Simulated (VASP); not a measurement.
Input of a VASP 6.6.1 run:

File INCAR:

```
PREC = Accurate
ENCUT = 520
EDIFF = 1E-6
ISMEAR = 0
SIGMA = 0.05
LREAL = F
LASPH = T
NELM = 100
ALGO = Normal
ISIF = 2
LWAVE = F
LCHARG = F
GGA = PE
IVDW = 12
NBANDS = 20
```

File KPOINTS:

```
Automatic mesh
0
Gamma
  9 9 4
```

The input POSCAR:

```
Al2O3
1.0
    2.7886129015      0.0000000000      0.0000000000
   -1.3943064508      2.4150096140      0.0000000000
    0.0000000000      0.0000000000      7.0962667811
Al O
2 3
Direct
    0.0000000000      0.0000000000      0.1907358529
    0.0000000000      0.0000000000      0.8092641471
    0.3333333333      0.6666666667      0.2635340166
    0.6666666667      0.3333333333      0.0000000000
    0.3333333333      0.6666666667      0.7364659834
```

Potentials or basis: VASP PAW PBE potentials, release 64 (Al, O).

The run is started by

```console
$ cat potpaw_PBE.64/Al/POTCAR potpaw_PBE.64/O/POTCAR > POTCAR
$ mpirun -np 1 vasp_std > vasp.out
```

(1) Estimate the dispersion energy per atom.

(2) Predict the band gap on the k mesh.

(3) Predict the largest force.

(4) What does it give for the pressure?

## Answers

(1) -0.212 eV.

(2) 5.58 eV, indirect (least direct gap 5.84 eV).

(3) 4.036 eV/Å.

(4) 34.0 GPa.

Caveat: forces of over 1 eV/Å act on the atoms, so gaps and moduli don't describe the material at rest.
